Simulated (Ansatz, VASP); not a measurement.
## As: VASP beside Ansatz

```
As
1.0
     1.86437   -5.42191    0.00000
     1.86437    5.42191    0.00000
     0.00000    0.00000    4.28821
As
4
Direct
  0.11282 0.88718 0.05485
  0.61282 0.38718 0.44515
  0.88718 0.11282 0.94515
  0.38718 0.61282 0.55485
```

Alike in both runs: functional PBE; dispersion D3(BJ); k mesh 12 × 12 × 10; occupations fermi-dirac, width 0.15 eV; no spin polarisation.

Ansatz relaxed the structure, and its values are those at the end. VASP's run is a single point on that final structure, the one shown.

|  | VASP | Ansatz |
| --- | --- | --- |
| version | VASP 6.6.1 | Ansatz 0.2.0 |
| potentials or method | VASP PAW PBE potentials, release 64 (As_d), cutoff 510 eV | scalar-relativistic, plane waves, PAW |
| valence electrons in the cell | 60 | 60 |

Ansatz gave:

- gap on the k mesh at the Fermi level (eV): none
- pressure (GPa): 0.0
- rms of the force components (eV/Å): 0.000

Question: Which values does VASP return?

Answer: gap on the k mesh at the Fermi level (eV): none; pressure (GPa): 0.2; rms of the force components (eV/Å): 0.007.

A gap of «none» marks a metal or a gap that the smearing closes.
